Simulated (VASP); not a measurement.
Crystal: Si3Sn.

```
CELL_PARAMETERS angstrom
3.62234 0.00000 0.00000
0.00000 3.62234 0.00000
0.00000 0.00000 7.19784
ATOMIC_POSITIONS crystal
Si 0.00000 0.00000 0.67555
Si 0.00000 0.00000 0.32445
Si 0.00000 0.00000 0.00000
Sn 0.50000 0.50000 0.50000
```

The cell was built from a structure type or drawn by symmetry, and may not be a known phase.

```yaml
Program: VASP 6.6.1
Task: relaxation of cell and atoms
Functional: PBE
Potentials_or_basis: VASP PAW PBE potentials, release 64 (Si, Sn_d)
Cutoff: 600 eV
k_mesh: 12 × 12 × 8
Occupations: gaussian, width 0.1 eV
Spin: no spin polarisation
```

At the start: pressure 0.1 GPa; volume 23.61 Å³/atom.

Question: Where does the relaxation end?

Answer: Over 19 steps the energy falls by 22.4 meV/atom and the volume is 22.80 Å³/atom (-3.4 %); space group P4/mmm (No. 123, to 0.1 Å) before and after.

The path:
```csv
step,energy change (eV),largest force (eV/Å),pressure (GPa),volume (Å³)
1,0.0000,0.1097,0.09,94.45
2,-0.0081,0.1725,-0.36,94.62
3,-0.0169,0.3144,-0.92,94.90
4,-0.0217,0.4904,-1.71,95.37
5,-0.0239,0.4890,-1.70,95.26
6,-0.0298,0.4821,-1.69,94.94
7,-0.0347,0.4482,-1.63,94.27
8,-0.0437,0.4302,-1.41,93.80
9,-0.0653,0.3638,-0.67,92.40
10,-0.0799,0.1890,1.02,89.64
11,-0.0804,0.2210,0.73,90.06
12,-0.0844,0.1667,0.57,90.35
13,-0.0890,0.0166,0.17,91.15
14,-0.0893,0.0215,0.05,91.32
15,-0.0894,0.0260,-0.05,91.46
16,-0.0895,0.0225,-0.03,91.42
17,-0.0896,0.0139,0.00,91.31
18,-0.0896,0.0001,0.10,91.09
19,-0.0896,0.0066,0.05,91.21
```

Final structure:
```
CELL_PARAMETERS angstrom
3.46406 0.00000 0.00000
0.00000 3.46406 0.00000
0.00000 0.00000 7.60112
ATOMIC_POSITIONS crystal
Si 0.00000 0.00000 0.69161
Si 0.00000 0.00000 0.30839
Si 0.00000 0.00000 0.00000
Sn 0.50000 0.50000 0.50000
```
